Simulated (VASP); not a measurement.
A run of VASP 6.6.1:

INCAR

```
PREC = Accurate ; ENCUT = 520
EDIFF = 1E-6 ; ISMEAR = 0
SIGMA = 0.05 ; LREAL = F
LASPH = T ; NELM = 80
ALGO = Normal ; ISIF = 2
LWAVE = F ; LCHARG = F
GGA = PE ; NBANDS = 36
```

File KPOINTS:

```
Automatic mesh
0
Gamma
  10 10 2
```

File POSCAR:

```
BN
1.0
    1.8123485118     -1.8123485118      0.0000000000
    1.8123485118      0.0000000000     -1.8123485118
    7.0761889666      7.0761889666      7.0761889666
B N
6 6
Direct
    1.0000000000      0.0000000000      0.4054880639
    0.3333333333      0.3333333333      0.2347418689
    0.6666666667      0.6666666667      0.5762342589
    1.0000000000      1.0000000000      0.9177266489
    0.3333333333      0.3333333333      0.7469804539
    0.6666666667      0.6666666667      0.0639956739
    0.6666666667      0.6666666667      0.4481746127
    0.0000000000      0.0000000000      0.2774284177
    0.3333333333      0.3333333333      0.6189208077
    0.6666666667      0.6666666667      0.9604131977
    0.0000000000      0.0000000000      0.7896670027
    0.3333333333      0.3333333333      0.1066822226
```

Potentials or basis: VASP PAW PBE potentials, release 64 (B, N).

Run with:

```bash
$ cat potpaw_PBE.64/B/POTCAR potpaw_PBE.64/N/POTCAR > POTCAR
$ mpirun -np 1 vasp_std > vasp.out
```

Hardware: 1 thread of Intel(R) Xeon(R) Platinum 8559C (Emerald Rapids), with other jobs on the host.

Question: How long does it take, and how much memory?

Answer: It took 50 s on 1 thread of Intel(R) Xeon(R) Platinum 8559C (Emerald Rapids), on a shared host, peak memory 0.2 GiB. Counts: scf iterations 15, k points 28.
